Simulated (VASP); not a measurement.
Os:

```
CELL_PARAMETERS angstrom
-1.61084 1.61084 1.61084
1.61084 -1.61084 1.61084
1.61084 1.61084 -1.61084
ATOMIC_POSITIONS crystal
Os 0.00000 0.00000 0.00000
```

This cell differs from its parent crystal: volume scaled by 1.08.

Base run:

* Program: VASP 6.6.1
* Functional: BLYP
* Potentials or basis: VASP PAW PBE potentials, release 64 (Os_sv_GW)
* Cutoff: 500 eV
* k mesh: 16 × 16 × 16
* Occupations: fermi-dirac, width 0.1 eV
* Spin: no spin polarisation

Its results: band gap on the k mesh zero (band 8 reaches 13.33 eV, above the bottom of band 9 at 9.86 eV); pressure -20.3 GPa.

Q: The run is repeated on the same cell with these changes: potentials or basis from VASP PAW PBE potentials, release 64 (Os_sv_GW) to VASP PAW PBE potentials, release 64 (Os); cutoff from 500 eV to 520 eV; further incar settings from ALGO = Normal; EDIFF = 1e-06; NBANDS = 14 to ALGO = Normal; EDIFF = 1e-06; NBANDS = 10; valence electrons from 16 to 8. What comes out?

A: Band gap on the k mesh zero (band 4 reaches 9.67 eV, above the bottom of band 5 at 6.21 eV); pressure -17.5 GPa.

Caveats: the PAW data sets were made with another functional, which shifts forces and pressure a little; spin-orbit coupling is left out, which moves the levels of the heavy elements.
